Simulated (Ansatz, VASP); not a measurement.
# Two plane-wave programs on Tl2Se

```
Se Tl
1.0
     0.00000    3.77983    3.77983
     3.77983    0.00000    3.77983
     3.77983    3.77983    0.00000
Se Tl
1 2
Direct
  0.00000 0.00000 0.00000
  0.25000 0.25000 0.25000
  0.75000 0.75000 0.75000
```

Alike in both runs: functional PBE; k mesh 10 × 10 × 10; occupations fermi-dirac, width 0.03 eV; no spin polarisation.

Ansatz relaxed the structure, and its values are those at the end. VASP's run is a single point on that final structure, the one shown.

|  | VASP | Ansatz |
| --- | --- | --- |
| version | VASP 6.6.1 | Ansatz 0.2.0 |
| potentials or method | VASP PAW PBE potentials, release 64 (Se, Tl_d) | PAW with Ansatz's default frozen-core files, scalar-relativistic |
| plane-wave cutoff (eV) | 520 | 420 |
| valence electrons in the cell | 32 | 42 |

```csv
,VASP,Ansatz,Ansatz less VASP
pressure (GPa),0.0,0.0,+0.03
```

With one functional, cell and mesh, what is left measures potentials, basis and numerics. VASP's potentials hold 32 valence electrons a cell and Ansatz's 42, so a difference there can come from the potentials and not from the codes.

Spin-orbit coupling is off throughout.
